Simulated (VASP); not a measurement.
# Zr3S2 (R32) in VASP: single point with PBE

Aim: the single point of Zr3S2 with PBE.

Everything below comes from runs of VASP 6.6.1. Logs are shortened: lines on timing, memory, paths and dates and some standing lists are left out, and cuts for length are marked.

### Step 1. The cell of the first run

It takes space group R32 (No. 155, trigonal). The conventional cell has a = 5.790 Å, b = 5.790 Å, c = 10.441 Å, α = 90.00°, β = 90.00°, γ = 120.00°. Within 3.5 Å of Zr (site symmetry 2) lie 4 S at 2.60 to 2.61 Å and 8 Zr at 3.32 to 3.48 Å. Within 3.5 Å of S (site symmetry 3) lie 6 Zr at 2.60 to 2.61 Å and 4 S at 3.34 to 3.45 Å.

### Step 2. Single point, PBE

INCAR reads:

```
ALGO = Normal ; EDIFF = 1E-6
ENCUT = 520 ; GGA = PE
ISIF = 2 ; ISMEAR = 0
LASPH = True ; LCHARG = False
LREAL = False ; LWAVE = False
NBANDS = 32 ; NELM = 80
PREC = Accurate ; SIGMA = 0.15
```

KPOINTS reads:

```
k-points
0
Gamma
  12 12 12
```

POSCAR reads:

```
Zr3S2
1.0
    2.8952118344      1.6715513320      3.4803742122
   -2.8952118344      1.6715513320      3.4803742122
    0.0000000000     -3.3431026639      3.4803742122
Zr S
3 2
Direct
    0.1621066356      0.8378933644      0.5000000000
    0.5000000000      0.1621066356      0.8378933644
    0.8378933644      0.5000000000      0.1621066356
    0.3347765468      0.3347765468      0.3347765468
    0.6652234532      0.6652234532      0.6652234532
```

Potentials or basis: VASP PAW PBE potentials, release 64 (Zr_sv, S).

Launch:

```
$ cat potpaw_PBE.64/Zr_sv/POTCAR potpaw_PBE.64/S/POTCAR > POTCAR
$ mpirun -np 1 vasp_std > vasp.out
```

OUTCAR:

```text
EDIFF = 1E-6
   ENCUT = 520
   GGA = PE
   ISIF = 2
   ISMEAR = 0
   LASPH = True
   LREAL = False
   NELM = 80
   PREC = Accurate

 ion  position               nearest neighbor table
   1  0.162  0.838  0.500-   4 2.60   5 2.60   5 2.61   4 2.61   3 3.32   2 3.32   3 3.32   2 3.32
                             3 3.39   2 3.39   2 3.48   3 3.48
   2  0.500  0.162  0.838-   4 2.60   5 2.60   4 2.61   5 2.61   3 3.32   3 3.32   1 3.32   1 3.32
                             1 3.39   3 3.39   1 3.48   3 3.48
   3  0.838  0.500  0.162-   5 2.60   4 2.60   5 2.61   4 2.61   2 3.32   2 3.32   1 3.32   1 3.32
                             1 3.39   2 3.39   1 3.48   2 3.48
   4  0.335  0.335  0.335-   2 2.60   3 2.60   1 2.60   2 2.61   1 2.61   3 2.61
   5  0.665  0.665  0.665-   3 2.60   2 2.60   1 2.60   3 2.61   1 2.61   2 2.61

  LATTYP: Found a trigonal (rhomboedric) cell.
 ALAT       =     4.8259030324
 COS(alpha) =     0.2801640976

  Lattice vectors:

 A1 = (   2.8952118344,   1.6715513320,   3.4803742122)
 A2 = (  -2.8952118344,   1.6715513320,   3.4803742122)
 A3 = (   0.0000000000,  -3.3431026639,   3.4803742122)

Analysis of symmetry for initial positions (statically):
=====================================================================
 Subroutine PRICEL returns:
 Original cell was already a primitive cell.

 Routine SETGRP: Setting up the symmetry group for a
 trigonal (rhombohedral) supercell.

 Subroutine GETGRP returns: Found  6 space group operations
 (whereof  6 operations were pure point group operations)
 out of a pool of 12 trial point group operations.

The static configuration has the point symmetry D_3 .

Analysis of symmetry for dynamics (positions and initial velocities):
=====================================================================
 Subroutine PRICEL returns:
 Original cell was already a primitive cell.

 Routine SETGRP: Setting up the symmetry group for a
 trigonal (rhombohedral) supercell.

 Subroutine GETGRP returns: Found  6 space group operations
 (whereof  6 operations were pure point group operations)
 out of a pool of 12 trial point group operations.

The dynamic configuration has the point symmetry D_3 .

 Subroutine INISYM returns: Found  6 space group operations
 (whereof  6 operations are pure point group operations),
 and found     1 'primitive' translations

----------------------------------------------------------------------------------------

                                     Primitive cell

  volume of cell :     101.0595

  direct lattice vectors                    reciprocal lattice vectors
     2.895211834  1.671551332  3.480374212     0.172698935  0.099707777  0.095775142
    -2.895211834  1.671551332  3.480374212    -0.172698935  0.099707777  0.095775142
     0.000000000 -3.343102664  3.480374212     0.000000000 -0.199415553  0.095775142

  length of vectors
     4.825903032  4.825903032  4.825903032     0.221222604  0.221222604  0.221222604

  position of ions in fractional coordinates (direct lattice)
     0.162106636  0.837893364  0.500000000
     0.500000000  0.162106636  0.837893364
     0.837893364  0.500000000  0.162106636
     0.334776547  0.334776547  0.334776547
     0.665223453  0.665223453  0.665223453

  ion indices of the primitive-cell ions
   primitive index   ion index
                 1           1
                 2           2
                 3           3
                 4           4
                 5           5

----------------------------------------------------------------------------------------

 KPOINTS: k-points

Automatic generation of k-mesh.
 Grid dimensions read from file:
 generate k-points for:   12   12   12

 Generating k-lattice:

  Cartesian coordinates                     Fractional coordinates (reciprocal lattice)
     0.014391578  0.008308981  0.007981262     0.083333333 -0.000000000 -0.000000000
    -0.014391578  0.008308981  0.007981262    -0.000000000  0.083333333 -0.000000000
     0.000000000 -0.016617963  0.007981262     0.000000000  0.000000000  0.083333333

  Length of vectors
     0.018435217  0.018435217  0.018435217

  Shift w.r.t. Gamma in fractional coordinates (k-lattice)
     0.000000000  0.000000000  0.000000000

 Subroutine IBZKPT returns following result:
 ===========================================

 Found    189 irreducible k-points:

 Following reciprocal coordinates:
            Coordinates               Weight
  0.000000  0.000000  0.000000      1.000000
  0.083333 -0.000000  0.000000      6.000000
  0.166667 -0.000000  0.000000      6.000000
  0.250000 -0.000000  0.000000      6.000000
  0.333333 -0.000000  0.000000      6.000000
  0.416667 -0.000000  0.000000      6.000000
[... 16 lines left out ...]
  0.500000  0.166667  0.000000     12.000000
 -0.416667  0.166667  0.000000     12.000000
 [... further k-points ...]
   k-points           NKPTS =    189   k-points in BZ     NKDIM =    189   number of bands    NBANDS=     32
   number of dos      NEDOS =    301   number of ions     NIONS =      5
   total plane-waves  NPLWV =  46656
   dimension x,y,z NGX =    36 NGY =   36 NGZ =   36
   dimension x,y,z NGXF=    72 NGYF=   72 NGZF=   72
   ions per type =               3   2
   NGX,Y,Z   is equivalent  to a cutoff of  12.40, 12.40, 12.40 a.u.
   NGXF,Y,Z  is equivalent  to a cutoff of  24.80, 24.80, 24.80 a.u.
 SYSTEM =  unknown system
   PREC   = accura    normal or accurate (medium, high low for compatibility)
   ISTART =      0    job   : 0-new  1-cont  2-samecut
   ICHARG =      2    charge: 1-file 2-atom 10-const
   ISPIN  =      1    spin polarized calculation?
   LNONCOLLINEAR =      F non collinear calculations
   LSORBIT =      F    spin-orbit coupling
   LASPH  =      T    aspherical Exc in radial PAW
   ENCUT  =  520.0 eV  38.22 Ry    6.18 a.u.   8.97  8.97  8.97*2*pi/ulx,y,z
   NELM   =     80;   NELMIN=  2; NELMDL= -5     # of ELM steps
   EDIFF  = 0.1E-05   stopping-criterion for ELM
   LREAL  =      F    real-space projection
   EDIFFG = 0.1E-04   stopping-criterion for IOM
   NSW    =      0    number of steps for IOM
   IBRION =     -1    ionic relax: 0-MD 1-quasi-New 2-CG
   NFREE  =      0    steps in history (QN), initial steepest desc. (CG)
   ISIF   =      2    stress and relaxation
   ISYM   =      2    0-nonsym 1-usesym 2-fastsym
   POTIM  = 0.5000    time-step for ionic-motion
   TEBEG  =    0.0;   TEEND  =   0.0 temperature during run
   PSTRESS=    0.0 pullay stress
   NELECT =      48.0000    total number of electrons
   NUPDOWN=      -1.0000    fix difference up-down
   EMIN   =  10.00;   EMAX   =-10.00  energy-range for DOS
   EFERMI =   0.00;   METHOD = LEGACY
   ISMEAR =     0;   SIGMA  =   0.15  broadening in eV -4-tet -1-fermi 0-gaus
   EFERMI_NEDOS =   21; number of points for ismear=-14 and -15
   IALGO  =     38    algorithm
   IMIX   =      4    mixing-type and parameters
     AMIX     =   0.40;   BMIX     =  1.00
     AMIX_MAG =   1.60;   BMIX_MAG =  1.00
  volume/ion in A,a.u.               =      20.21       136.40
  Fermi-wavevector in a.u.,A,eV,Ry     =   1.277310  2.413765 22.198173  1.631520
  Thomas-Fermi vector in A             =   2.409916
   LORBIT       =      0    0 simple, 1 ext, 2 COOP (PROOUT), +10 PAW based schemes
   GGA     = PE    functional components
   LHFCALC =     F    Hartree Fock is set to
   AEXX    =    0.0000 exact exchange contribution
   IVDW    =     0    specifies the selected vdW correction
   LEPSILON=     F    determine dielectric tensor
   LRPA    =     F    only Hartree local field effects (RPA)
 non-spin polarized calculation
 Gauss-broadening in eV      SIGMA  =   0.15
  energy-cutoff  :      520.00
  volume of cell :      101.06
 maximum number of plane-waves:      2744
   NGX = 17   NGY = 17   NGZ = 17

 number of electron      47.9999998 magnetization

 Free energy of the ion-electron system (eV)
  ---------------------------------------------------
  ext. energy  EPLUGINS =         0.00000000
  ---------------------------------------------------
  free energy    TOTEN  =       -39.24502919 eV

  energy without entropy =      -39.21781594  energy(sigma->0) =      -39.23142257

 E-fermi :   8.9545     XC(G=0): -10.9424

 val. band max:        8.9522940808   @ k =   0.2500   0.1667   0.0833
 cond. band min:       8.9550221322   @ k =   0.3333   0.2500   0.2500
 fundamental gap:      0.0027280514
 Fermi energy:         8.9544650907

 k-point     1 :       0.0000    0.0000    0.0000
  band No.  band energies     occupation
      1     -40.1439      2.00000
      2     -40.0632      2.00000
      3     -40.0632      2.00000
      4     -18.3111      2.00000
      5     -18.3111      2.00000
      6     -18.3042      2.00000
[... 24 lines left out ...]
     31      12.2499      0.00000
     32      12.4728      0.00000

 k-point     2 :       0.0833   -0.0000    0.0000
  band No.  band energies     occupation
      1     -40.1424      2.00000
      2     -40.0654      2.00000
      3     -40.0625      2.00000
      4     -18.3402      2.00000
      5     -18.3236      2.00000
      6     -18.3106      2.00000
[... 24 lines left out ...]
     31      12.3856      0.00000
     32      12.5114      0.00000

 k-point     3 :       0.1667   -0.0000    0.0000
  band No.  band energies     occupation
      1     -40.1380      2.00000
      2     -40.0693      2.00000
      3     -40.0628      2.00000
      4     -18.3664      2.00000
      5     -18.3526      2.00000
      6     -18.3255      2.00000
[... 24 lines left out ...]
     31      12.3567      0.00000
     32      12.5901      0.00000

 k-point     4 :       0.2500   -0.0000    0.0000
  band No.  band energies     occupation
      1     -40.1312      2.00000
      2     -40.0751      2.00000
      3     -40.0637      2.00000
      4     -18.3815      2.00000
      5     -18.3792      2.00000
      6     -18.3340      2.00000
[... 654 lines left out ...]
     31      12.3726      0.00000
     32      12.6662      0.00000

 k-point    23 :       0.5000    0.1667    0.0000
  band No.  band energies     occupation
      1     -40.1056      2.00000
      2     -40.0944      2.00000
      3     -40.0698      2.00000
      4     -18.4074      2.00000
      5     -18.3829      2.00000
      6     -18.3488      2.00000
[... 24 lines left out ...]
     31      12.2313      0.00000
     32      12.6392      0.00000

 k-point    24 :      -0.4167    0.1667    0.0000
  band No.  band energies     occupation
      1     -40.1038      2.00000
      2     -40.0951      2.00000
      3     -40.0710      2.00000
      4     -18.3975      2.00000
      5     -18.3852      2.00000
      6     -18.3287      2.00000
[... 24 lines left out ...]
     31      12.0592      0.00000
     32      12.5679      0.00000

 [... further k-points ...]

------------------------ aborting loop because EDIFF is reached ----------------------------------------

  FORCE on cell =-STRESS in cart. coord.  units (eV):
  Direction    XX          YY          ZZ          XY          YZ          ZX
  --------------------------------------------------------------------------------------
  -------------------------------------------------------------------------------------
  Total        0.0061266      0.0061266      0.0209844      0.0000000      0.0000000      0.0000000
  in kB        0.0971306      0.0971306      0.3326817      0.0000000      0.0000000      0.0000000
  external PRESSURE =       0.1756477 kB  Pullay stress =       0.0000000 kB

 VOLUME and BASIS-vectors are now :
 -----------------------------------------------------------------------------
  energy-cutoff  :      520.00
  volume of cell :      101.06
      direct lattice vectors                 reciprocal lattice vectors
     2.895211834  1.671551332  3.480374212     0.172698935  0.099707777  0.095775142
    -2.895211834  1.671551332  3.480374212    -0.172698935  0.099707777  0.095775142
     0.000000000 -3.343102664  3.480374212     0.000000000 -0.199415553  0.095775142

 POSITION                                       TOTAL-FORCE (eV/Angst)
 -----------------------------------------------------------------------------------
     -1.95655      0.00000      5.22056        -0.005960     -0.000000      0.000000
      0.97827     -1.69442      5.22056         0.002980     -0.005161      0.000000
      0.97827      1.69442      5.22056         0.002980      0.005161      0.000000
      0.00000      0.00000      3.49544        -0.000000      0.000000      0.003388
      0.00000      0.00000      6.94568        -0.000000     -0.000000     -0.003388
 -----------------------------------------------------------------------------------
    total drift:                               -0.000000      0.000000     -0.000000

  FREE ENERGIE OF THE ION-ELECTRON SYSTEM (eV)
  ---------------------------------------------------
  free  energy   TOTEN  =       -39.2450291912 eV

  energy  without entropy=      -39.2178159402  energy(sigma->0) =      -39.23142257
```

It took 6.3 min on 1 thread of Intel Xeon Platinum 8259CL at 2.50GHz (Skylake/Cascade Lake), shared host; peak memory 0.54 GiB.

What came out:

| Property | Result |
| --- | --- |
| Free energy | -39.2450 eV |
| Pressure | 0.0 GPa |
| Largest force | 0.006 eV/Å |
| Band gap on the k mesh | zero (bands 24 and 25 overlap by 0.33 eV) |

Forces on the atoms (eV/Å):
```
Zr  -0.006  0.000  0.000
Zr   0.003 -0.005  0.000
Zr   0.003  0.005  0.000
S    0.000  0.000  0.003
S    0.000  0.000 -0.003
```
